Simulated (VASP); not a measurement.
Wanted: the native input for a VASP 6.6.1 run.

```
Task                   : single point
Functional             : PBEsol
Potentials or basis    : VASP PAW PBE potentials, release 64 (Cd, Se)
Cutoff                 : 500 eV
k mesh                 : 6 × 6 × 6
Occupations            : fermi-dirac, width 0.02 eV
Spin                   : no spin polarisation
Dipole correction      : no
Further INCAR settings : ALGO = Normal; EDIFF = 1e-06; NBANDS = 16
```

The structure of CdSe lies in POSCAR:

```
CdSe
1.0
    0.0000000000      2.8929913891      2.8929913891
    2.8929913891      0.0000000000      2.8929913891
    2.8929913891      2.8929913891      0.0000000000
Cd Se
1 1
Direct
    0.0000000000      0.0000000000      0.0000000000
    0.5000000000      0.5000000000      0.5000000000
```

The input as run:

INCAR

```
ALGO = Normal ; EDIFF = 1E-6
ENCUT = 500 ; GGA = PS
GGA_COMPAT = False ; ISIF = 2
ISMEAR = -1 ; LASPH = True
LCHARG = False ; LREAL = False
LWAVE = False ; NBANDS = 16
NELM = 120 ; PREC = Accurate
SIGMA = 0.02
```

KPOINTS

```
k-points
0
Gamma
  6 6 6
```

Potentials or basis: VASP PAW PBE potentials, release 64 (Cd, Se).

Run with:

```bash
$ cat potpaw_PBE.64/Cd/POTCAR potpaw_PBE.64/Se/POTCAR > POTCAR
$ mpirun -np 1 vasp_std > vasp.out
```

It gave:

```yaml
Pressure: -4.4 GPa
Band_gap_on_the_k_mesh: zero (band 9 reaches 1.92 eV, above the bottom of band 10 at 1.43 eV)
```

Caveat: the PAW data sets were made with another functional, which shifts forces and pressure a little.

Wall time 24 s on 1 thread of Intel Xeon 8259CL, with other jobs on the host, peak memory 0.16 GiB.
